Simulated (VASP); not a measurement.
Write the native input for VASP 6.6.1 that does the following.

```yaml
Task: single point
Functional: r2SCAN
Potentials_or_basis: VASP PAW PBE potentials, release 64 (C)
Cutoff: 520 eV
k_mesh: 8 × 6 × 6
Occupations: gaussian, width 0.02 eV
Spin: no spin polarisation
Dipole_correction: no
Further_INCAR_settings: ALGO = Normal; EDIFF = 1e-07; NBANDS = 26
```

Crystal: C.

```
C
1.0
     1.25156   -2.16777    0.00000
     0.00000    0.00000   -4.16875
     3.75468    2.16777    0.00000
C
8
Direct
  0.50000 0.93726 0.16667
  0.00000 0.93726 0.66667
  0.00000 0.43726 0.33333
  0.50000 0.43726 0.83333
  0.50000 0.56274 0.16667
  0.00000 0.56274 0.66667
  0.00000 0.06274 0.33333
  0.50000 0.06274 0.83333
```

The input as run:

POSCAR

```
C
1.0
    1.2515601620     -2.1677657893      0.0000000000
    0.0000000000      0.0000000000     -4.1687478683
    3.7546804859      2.1677657893      0.0000000000
C
8
Direct
    0.5000000000      0.9372629765      0.1666666667
    0.0000000000      0.9372629765      0.6666666667
    0.0000000000      0.4372629765      0.3333333333
    0.5000000000      0.4372629765      0.8333333333
    0.5000000000      0.5627370235      0.1666666667
    0.0000000000      0.5627370235      0.6666666667
    0.0000000000      0.0627370235      0.3333333333
    0.5000000000      0.0627370235      0.8333333333
```

INCAR.step1

```
SYSTEM = C
  ALGO = Normal
  EDIFF = 1E-4
  ENCUT = 520
  GGA = PE
  ISMEAR = 0
  LASPH = .TRUE.
  LCHARG = .FALSE.
  LREAL = .FALSE.
  LWAVE = .TRUE.
  NBANDS = 26
  NELM = 100
  PREC = Accurate
  SIGMA = 0.02
```

INCAR.step2

```
SYSTEM = C
  ALGO = Normal
  EDIFF = 1E-7
  ENCUT = 520
  ISIF = 2
  ISMEAR = 0
  ISTART = 1
  LASPH = .TRUE.
  LCHARG = .FALSE.
  LMIXTAU = .TRUE.
  LREAL = .FALSE.
  LWAVE = .FALSE.
  METAGGA = R2SCAN
  NBANDS = 26
  NELM = 100
  PREC = Accurate
  SIGMA = 0.02
```

KPOINTS

```
k-points
0
G
  8 6 6
  0 0 0
```

Potentials or basis: VASP PAW PBE potentials, release 64 (C).

Command:

```console
$ cat potpaw_PBE.64/C/POTCAR > POTCAR
$ cp INCAR.step1 INCAR
$ mpirun -np 1 vasp_std > vasp.out
$ cp INCAR.step2 INCAR
$ mpirun -np 1 vasp_std > vasp.out
```

It gave:

```json
{
 "Pressure": "1.2 GPa",
 "Largest force": "0.008 eV/Å",
 "Band gap on the k mesh": "3.65 eV"
}
```

Caveat: the PAW data sets were made with another functional, which shifts forces and pressure a little.

Run time: 6.2 min on 1 thread of Intel Xeon 8259CL, on a shared host, peak memory 0.2 GiB.
